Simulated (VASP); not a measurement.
Runs of VASP 6.6.1 on Ni. The structure is that of space group P6_3/mmc (No. 194), or close to it. The cells are those of the table. 

```csv
task,cell,gap on the mesh (eV),pressure (GPa),moment (μB)
single point,"a = 2.448, b = 2.448, c = 4.073 Å, angles 90.0, 90.0, 120.0°, 2 atoms",none,-10.7,1.21
electric field gradients,"a = 2.448, b = 2.448, c = 4.073 Å, angles 90.0, 90.0, 120.0°, 2 atoms",none,-10.7,1.21
electric field gradients,"a = 2.472, b = 2.472, c = 4.113 Å, angles 90.0, 90.0, 120.0°, 2 atoms",none,(a),1.23
electric field gradients,"a = 2.496, b = 2.496, c = 4.153 Å, angles 90.0, 90.0, 120.0°, 2 atoms",none,-20.4,1.24
single point,"a = 2.411, b = 2.411, c = 4.073 Å, angles 90.0, 90.0, 120.0°, 2 atoms",none,-4.2,1.19
electric field gradients,"a = 2.411, b = 2.411, c = 4.073 Å, angles 90.0, 90.0, 120.0°, 2 atoms",none,-4.2,1.19
```

Alike in all rows: level LDA; potentials or basis VASP PAW LDA potentials, release 64 (Ni); spin collinear, ferromagnetic start; k mesh 15 × 15 × 8; cutoff (eV) 520; smearing fermi-dirac 0.08 eV.

Task: Estimate the missing entries.

Result: (a) -16.0.

A gap of «none» marks levels without a gap at the run's occupations.
